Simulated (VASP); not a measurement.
BeS: single point with PBE+D3(BJ)

Crystal: BeS.

```
Be S
1.0
     0.00000    2.40746    2.40746
     2.40746    0.00000    2.40746
     2.40746    2.40746    0.00000
Be S
1 1
Direct
  0.00000 0.00000 0.00000
  0.75000 0.75000 0.75000
```

| Item | Value |
| --- | --- |
| Program | VASP 6.6.1 |
| Task | single point |
| Functional | PBE |
| Dispersion | D3(BJ) |
| Potentials or basis | VASP PAW PBE potentials, release 64 (Be, S) |
| Cutoff | 600 eV |
| k mesh | 8 × 8 × 8 |
| Occupations | gaussian, width 0.02 eV |
| Spin | no spin polarisation |

```json
{
  "Pressure": "0.1 GPa",
  "Band gap on the k mesh": "3.06 eV, indirect (least direct gap 5.66 eV)",
  "Dispersion energy per atom": "-0.308 eV"
}
```

Levels at points of the mesh, in eV from the valence-band top:
| k point | band 1 | band 2 | band 3 | band 4 | band 5 | band 6 | band 7 | band 8 | band 9 |
| --- | --- | --- | --- | --- | --- | --- | --- | --- | --- |
| (0.00, 0.00, 0.00) | -13.84 | 0.00 | 0.00 | 0.00 | 5.66 | 5.66 | 5.66 | 6.07 | 12.86 |
| (0.50, 0.00, 0.00) | -12.17 | -5.93 | -1.06 | -1.06 | 5.56 | 6.56 | 6.56 | 11.31 | 15.04 |
| (0.50, 0.50, 0.00) | -11.61 | -5.13 | -2.72 | -2.72 | 3.06 | 4.90 | 12.96 | 12.96 | 15.85 |

Run time: 10 s on 1 thread of Intel Xeon 6975P-C, with other jobs on the host, peak memory 0.16 GiB.

A k mesh can miss the band edges. PBE gaps usually lie below the measured ones, often by a third to a half.
